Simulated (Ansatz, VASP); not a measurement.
# AlN in VASP and in Ansatz

The input INCAR:

```
SYSTEM = AlN
  ALGO = Normal
  EDIFF = 1E-7
  ENCUT = 520
  GGA = CA
  ISIF = 2
  ISMEAR = -4
  LASPH = .True.
  LCHARG = .True.
  LELF = .True.
  LREAL = .False.
  LVHAR = .True.
  LWAVE = .False.
  NBANDS = 16
  NELM = 60
  PREC = Accurate
  SIGMA = 0.1
```

KPOINTS

```
k-points
0
Gamma
  8 8 6
  0 0 0
```

POSCAR

```
AlN
1.0
    3.0887730631      0.0000000000      0.0000000000
   -1.5443865316      2.6749559392      0.0000000000
    0.0000000000      0.0000000000      4.9432521891
Al N
2 2
Direct
    0.3333333333      0.6666666667     -0.0009923830
    0.6666666667      0.3333333333      0.4990076170
    0.3333333333      0.6666666667      0.3809923830
    0.6666666667      0.3333333333      0.8809923830
```

Input for Ansatz:

```yaml
crystal:
  lattice:
    - [3.08877306311, 0.0, 0.0]
    - [-1.54438653155, 2.67495593918, 0.0]
    - [0.0, 0.0, 4.94325218913]
  atoms:
    - { symbol: Al, position: [0.333333333333, 0.666666666667, -0.000992383011] }
    - { symbol: Al, position: [0.666666666667, 0.333333333333, 0.499007616989] }
    - { symbol: "N", position: [0.333333333333, 0.666666666667, 0.380992383011] }
    - { symbol: "N", position: [0.666666666667, 0.333333333333, 0.880992383011] }
kpoints:
  mp_grid: { grid: [8, 8, 6] }
scf:
  occupations: { method: tetrahedron_uncorrected }
  lower_state_search: standard
hamiltonian:
  xc: lda
  pseudopotentials: { kind: paw }
output:
  forces: true
  stress: true
  eigenvalues: true
  eigenstates:
    nscf_kmesh: { grid: [12, 12, 8] }
    de_dk: true
    e_range: [-9, 14.41643534553]
  optics:
    e_range: [0, 30]
    de: 0.2
    sigma: 0.15
    bands: { spectra_wanted_up_to: 30 }
    nscf_kmesh: { grid: [12, 12, 8] }
checkpoint:
  write: ck
  write_wavefunctions: false
```

Alike in both runs: task single point; functional LDA; k mesh 8 × 8 × 6; no spin polarisation.

|  | VASP | Ansatz |
| --- | --- | --- |
| version | VASP 6.6.1 | Ansatz 0.2.0 |
| potentials or method | VASP PAW LDA potentials, release 64 (Al, N) | PAW with Ansatz's default frozen-core files, scalar-relativistic |
| plane-wave cutoff (eV) | 520 | 420 |
| occupations | tetrahedron | tetrahedron-uncorrected |
| valence electrons in the cell | 16 | 16 |

```tsv
	VASP	Ansatz	Ansatz less VASP
gap on the k mesh at the Fermi level (eV)	4.42	4.42	-0.007
pressure (GPa)	0.6	0.0	-0.64
```

LDA's correlation is that of Perdew and Zunger in VASP and of Perdew and Wang (1992) in Ansatz. Ansatz's warnings: band table not solved further.
